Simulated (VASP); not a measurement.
MgB2 (base): vibrations by perturbation theory with PBE

The system is MgB2 (base).

```
Mg B
1.0
     3.07547    0.00000    0.00000
    -1.53774    2.66344    0.00000
     0.00000    0.00000    3.52585
Mg B
1 2
Direct
  0.00000 0.00000 0.00000
  0.33333 0.66667 0.50000
  0.66667 0.33333 0.50000
```

```yaml
Program: VASP 6.6.1
Task: vibrations by perturbation theory
Functional: PBE
Potentials_or_basis: VASP PAW PBE potentials, release 64 (Mg, B)
Cutoff: 520 eV
k_mesh: 15 × 15 × 12
Occupations: fermi-dirac, width 0.15 eV
Spin: no spin polarisation
Dipole_correction: no
Further_INCAR_settings: ALGO = Normal; EDIFF = 1e-08; IBRION = 8; NSW = 1
```

- Highest phonon frequency at Γ, LO-TO splitting left out: 685 cm⁻¹

Phonon frequencies in cm⁻¹ (negative: imaginary):
```tsv
q point	frequencies
(0.000, 0.000, 0.000)	0 0 0 332 332 398 586 586 685
```

Wall time 4.2 min on 1 thread of AMD EPYC 9R45 96-Core Processor (Zen 5) (shared host), peak memory 0.58 GiB.
